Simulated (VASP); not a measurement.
AlN, 4 atoms in the cell. The structure is monoclinic, space group Cm (No. 8). Conventional cell: a = 5.388 Å, b = 3.111 Å, c = 4.978 Å, α = 90.00°, β = 90.00°, γ = 90.00°. Al (site symmetry m) has 4 N at 1.83 to 1.97 Å within 2.4 Å. Within 2.4 Å of Al (site symmetry m) lie 4 N at 1.79 to 1.95 Å. N (site symmetry m) has 4 Al at 1.79 to 1.95 Å within 2.4 Å. N (site symmetry m) has 4 Al at 1.83 to 1.97 Å within 2.4 Å.  This cell differs from its parent crystal: all N atoms moved +0.100 Å, as atom 3 towards its neighbour atom 2 (Al) at 1.885 Å.

| Item | Value |
| --- | --- |
| Program | VASP 6.6.1 |
| Task | single point |
| Functional | PBE |
| Potentials or basis | VASP PAW PBE potentials, release 64 (Al, N) |
| Cutoff | 520 eV |
| k mesh | 9 × 9 × 6 |
| Occupations | gaussian, width 0.05 eV |
| Spin | no spin polarisation |
| Dipole correction | no |
| Further INCAR settings | ALGO = Normal; EDIFF = 1e-06; NBANDS = 16 |

Potentials or basis: VASP PAW PBE potentials, release 64 (Al, N).

Run with:

```console
$ cat potpaw_PBE.64/Al/POTCAR potpaw_PBE.64/N/POTCAR > POTCAR
$ mpirun -np 1 vasp_std > vasp.out
```

Hardware: 1 thread of Intel(R) Xeon(R) Platinum 8488C (Sapphire Rapids), on a shared host.

**Question.** How long does it take, and how much memory?

**Answer.** Wall time 55 s on 1 thread of Intel(R) Xeon(R) Platinum 8488C (Sapphire Rapids), with other jobs on the host, peak memory 0.21 GiB. Counts: scf iterations 13, k points 140.
